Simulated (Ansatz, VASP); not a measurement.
Co in VASP and in Ansatz

```xyz
2
Lattice="2.5263 0.0000 0.0000 -1.2632 2.1879 0.0000 0.0000 0.0000 4.0808" Properties=species:S:1:pos:R:3 pbc="T T T"
Co    0.0000    1.4586    1.0202
Co    1.2632    0.7293    3.0606
```

Alike in both runs: task single point; functional PBE; k mesh 24 × 24 × 13; occupations fermi-dirac, width 0.05 eV; collinear spin.

|  | VASP | Ansatz |
| --- | --- | --- |
| version | VASP 6.6.1 | Ansatz 0.2.0 |
| potentials or method | VASP PAW PBE potentials, release 64 (Co), cutoff 520 eV | plane waves (420 eV) with PAW, scalar-relativistic |
| valence electrons in the cell | 18 | 34 |

VASP gave:

- pressure (GPa): -7.9
- traceless stress, the component that is largest in VASP (GPa): 0.14
- net moment per atom (μB): 1.63
- size of the moment on the site where the two differ most (μB): 1.66

Problem. What did Ansatz give for the same quantities?

Solution. Pressure (GPa): -7.4; traceless stress, the component that is largest in VASP (GPa): 0.28; net moment per atom (μB): 1.64; size of the moment on the site where the two differ most (μB): 1.72.

Site moments also hang on the region over which each program counts them. VASP's potentials hold 18 valence electrons a cell and Ansatz's 34, so a difference there can come from the potentials and not from the codes.
